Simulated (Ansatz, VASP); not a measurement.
One calculation of Sc9Al5, two programs

```xyz
14
Lattice="4.8509 0.0000 0.0000 -2.4254 4.2010 0.0000 0.0000 0.0000 27.1709" Properties=species:S:1:pos:R:3 pbc="T T T"
Sc    2.4254    1.4003    7.4744
Sc    0.0000    0.0000    8.9177
Sc    0.0000    2.8007   10.5779
Sc    0.0000    0.0000   12.0820
Sc    2.4254    1.4003   13.5855
Sc    0.0000    0.0000   15.0889
Sc    0.0000    2.8007   16.5930
Sc    0.0000    0.0000   18.2532
Sc    2.4254    1.4003   19.6965
Al    0.0000    2.8007    7.7258
Al    2.4254    1.4003   10.5027
Al    0.0000    2.8007   13.5855
Al    2.4254    1.4003   16.6682
Al    0.0000    2.8007   19.4451
```

Alike in both runs: functional PBEsol; k mesh 9 × 9 × 1; occupations gaussian, width 0.1 eV; no spin polarisation.

Ansatz relaxed the structure, and its values are those at the end. VASP's run is a single point on that final structure, the one shown.

```csv
,VASP,Ansatz
version,VASP 6.6.1,Ansatz 0.2.0
potentials or method,"VASP PAW PBE potentials, release 64 (Sc_sv, Al), cutoff 520 eV","scalar-relativistic, plane waves, PAW"
valence electrons in the cell,114,114
```

```csv
,VASP,Ansatz,Ansatz less VASP
gap on the k mesh at the Fermi level (eV),none,none,-
rms of the force components (eV/Å),0.006,0.006,-0.0007
"work function, face that differs most (eV)",3.68,3.68,0.000
```

VASP's potentials were made for PBE, not for PBEsol. A gap of «none» marks a metal or a gap that the smearing closes. With one functional, cell and mesh, what is left measures potentials, basis and numerics. Ansatz's warnings: xc potential rough in thin density.
